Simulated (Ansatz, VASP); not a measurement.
Two plane-wave programs on BaTiO3

```
Ba Ti O
1.0
     3.99980    0.00000    0.00000
     0.00000    3.99980    0.00000
     0.00000    0.00000    4.01800
Ba Ti O
1 1 3
Direct
  0.00000 0.00000 0.00000
  0.50000 0.50000 0.49000
  0.50000 0.50000 0.01900
  0.50000 0.00000 0.51700
  0.00000 0.50000 0.51700
```

Alike in both runs: task relaxation of cell and atoms; functional PBE; dispersion D4; k mesh 4 × 4 × 4; no spin polarisation.

|  | VASP | Ansatz |
| --- | --- | --- |
| version | VASP 6.6.1 | Ansatz 0.2.0 |
| potentials or method | VASP PAW PBE potentials, release 64 (Ba_sv, Ti_sv, O), cutoff 600 eV | plane waves, PAW |
| occupations | gaussian, width 0.01 eV | fixed |
| valence electrons in the cell | 40 | 40 |

|  | VASP | Ansatz | Ansatz less VASP |
| --- | --- | --- | --- |
| relaxed volume (Å³/atom) | 13.17 | 13.04 | -0.133 |
| relaxed cell length with the largest relative difference (Å) | 4.154 | 4.136 | -0.0186 |

Spin-orbit coupling is off throughout.
